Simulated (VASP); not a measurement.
KI, 2 atoms in the cell. The structure is cubic, space group Fm-3m (No. 225). The conventional cell has a = 7.317 Å, b = 7.317 Å, c = 7.317 Å, α = 90.00°, β = 90.00°, γ = 90.00°. Within 4.8 Å of K (site symmetry m-3m) lie 6 I at 3.66 Å. Within 4.8 Å of I (site symmetry m-3m) lie 6 K at 3.66 Å.  This cell differs from its parent crystal: volume changed by +6%.

```yaml
Program: VASP 6.6.1
Task: single point
Functional: PBE
Potentials_or_basis: VASP PAW PBE potentials, release 64 (K_sv, I)
Cutoff: 520 eV
k_mesh: 6 × 6 × 6
Occupations: gaussian, width 0.01 eV
Spin: no spin polarisation
Dipole_correction: no
Further_INCAR_settings: ALGO = Normal; EDIFF = 1e-07; NBANDS = 15
```

Potentials or basis: VASP PAW PBE potentials, release 64 (K_sv, I).

Launch:

```bash
$ cat potpaw_PBE.64/K_sv/POTCAR potpaw_PBE.64/I/POTCAR > POTCAR
$ mpirun -np 1 vasp_std > vasp.out
```

Hardware: 1 thread of AMD EPYC 7R13, with other jobs on the host.

Task: Estimate the wall time of this run.

Result: It took 49 s on 1 thread of AMD EPYC 7R13, with other jobs on the host, peak memory 0.21 GiB. Counts: scf iterations 15, k points 16.
